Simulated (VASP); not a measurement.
Wanted: the native input for a VASP 6.6.1 run.

| Quantity | Value |
| --- | --- |
| Task | single point |
| Functional | PBE |
| Potentials or basis | VASP PAW PBE potentials, release 64 (Mo_sv, S) |
| Cutoff | 400 eV |
| k mesh | 10 × 10 × 1 |
| Occupations | gaussian, width 0.1 eV |
| Spin | no spin polarisation |
| Dipole correction | yes |
| Further INCAR settings | ALGO = Normal; EDIFF = 1e-06; NBANDS = 32; ISYM = 0; NELMDL = -8 |

The structure of Mo3S lies in POSCAR:

```
Mo3S
1.0
    2.7370454664      0.0000000000      0.0000000000
   -0.9123484888      2.5805112129      0.0000000000
    0.0000000000      0.0000000000     19.8082440452
Mo S
3 1
Direct
    0.5000000000      0.5000000000      0.2019361227
    0.0000000000      0.0000000000      0.3106875856
    0.5000000000      0.5000000000      0.4194336472
    0.8333333333      0.8333333333      0.5250012439
```

One way to write it, as run:

INCAR

```
PREC = Accurate
ENCUT = 400
EDIFF = 1E-6
ISMEAR = 0
SIGMA = 0.1
LREAL = F
LASPH = T
NELM = 120
ALGO = Normal
ISIF = 2
LWAVE = F
LCHARG = F
LDIPOL = T
IDIPOL = 3
DIPOL = 0.5 0.5 0.364
GGA = PE
NBANDS = 32
ISYM = 0
GGA_COMPAT = F
NELMDL = -8
```

KPOINTS

```
regular mesh
0
Gamma
  10 10 1
```

Potentials or basis: VASP PAW PBE potentials, release 64 (Mo_sv, S).

Run with:

```sh
$ cat potpaw_PBE.64/Mo_sv/POTCAR potpaw_PBE.64/S/POTCAR > POTCAR
$ mpirun -np 1 vasp_std > vasp.out
```

It gave:

```json
{
  "Largest force": "0.700 eV/Å",
  "Band gap on the k mesh": "zero (bands 24 and 25 overlap by 1.48 eV)"
}
```

Run time: 2.7 min on 1 thread of Intel(R) Xeon(R) Platinum 8559C (Emerald Rapids) (shared host), peak memory 0.26 GiB.
